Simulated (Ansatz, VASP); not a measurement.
## Two plane-wave programs on Pt

The input POSCAR:

```
Pt
1.0
    0.0000000000      1.9705765473      1.9705765473
    1.9705765473      0.0000000000      1.9705765473
    1.9705765473      1.9705765473      0.0000000000
Pt
1
Direct
    0.0000000000      0.0000000000      0.0000000000
```

The input INCAR.step1:

```
SYSTEM = Pt
PREC     = Accurate       ! precision mode
ENCUT    = 520            ! plane-wave cutoff, eV
ISMEAR   = 1              ! smearing method
SIGMA    = 0.2            ! smearing width, eV
LREAL    = .FALSE.        ! projectors in reciprocal space
LASPH    = .TRUE.         ! aspherical terms in the spheres
NELM     = 80             ! most SCF steps
NBANDS   = 11             ! bands
GGA      = PE             ! functional
ALGO     = Normal         ! electronic algorithm
EDIFF    = 1E-4           ! SCF threshold, eV
LWAVE    = .TRUE.         ! write WAVECAR
LCHARG   = .FALSE.        ! write CHGCAR
```

File INCAR.step2:

```
SYSTEM = Pt
PREC     = Accurate       ! precision mode
ENCUT    = 520            ! plane-wave cutoff, eV
EDIFF    = 1E-7           ! SCF threshold, eV
ISMEAR   = 1              ! smearing method
SIGMA    = 0.2            ! smearing width, eV
LREAL    = .FALSE.        ! projectors in reciprocal space
LASPH    = .TRUE.         ! aspherical terms in the spheres
NELM     = 80             ! most SCF steps
ALGO     = Normal         ! electronic algorithm
ISIF     = 2              ! what is computed and relaxed
LWAVE    = .FALSE.        ! write WAVECAR
LCHARG   = .TRUE.         ! write CHGCAR
METAGGA  = R2SCAN         ! meta-GGA
LMIXTAU  = .TRUE.       
LELF     = .TRUE.         ! ELF
LVHAR    = .TRUE.       
NBANDS   = 11             ! bands
ISTART   = 1
```

File KPOINTS:

```
Automatic mesh
0
G
  14 14 14
  0 0 0
```

Input for Ansatz:

```yaml
crystal:
  lattice:
    - [0.0, 1.9705765473, 1.9705765473]
    - [1.9705765473, 0.0, 1.9705765473]
    - [1.9705765473, 1.9705765473, 0.0]
  atoms:
    - { symbol: Pt, position: [0.0, 0.0, 0.0] }
hamiltonian:
  xc: r2scan
  pseudopotentials:
    kind: paw
    azcp:
      Pt: "pseudopotentials/Pt.paw.azcp"
basis:
  ecutwfc: 500
  fft_grid_basis: typed
kpoints:
  mp_grid: { grid: [14, 14, 14], shift: [0, 0, 0] }
magnetization:
  spin_polarized: false
scf:
  occupations: { method: methfessel_paxton, width: 0.2 }
  lower_state_search: "off"
output:
  stress: true
  write_density: true
  write_potential: true
  elf: true
  volumetric_format: npy
```

Alike in both runs: task single point; functional r2SCAN; k mesh 14 × 14 × 14; occupations methfessel-paxton of order 1, width 0.2 eV; no spin polarisation.

```csv
,VASP,Ansatz
version,VASP 6.6.1,Ansatz 0.2.0
potentials or method,"VASP PAW PBE potentials, release 64 (Pt), cutoff 520 eV","plane waves (500 eV) with PAW, scalar-relativistic"
valence electrons in the cell,10,18
```

```tsv
	VASP	Ansatz	Ansatz less VASP
pressure (GPa)	0.2	-0.4	-0.69
```

VASP's potentials were made for PBE, not for r2SCAN. VASP's potentials hold 10 valence electrons a cell and Ansatz's 18, so a difference there can come from the potentials and not from the codes.

Neither program's run includes spin-orbit coupling.
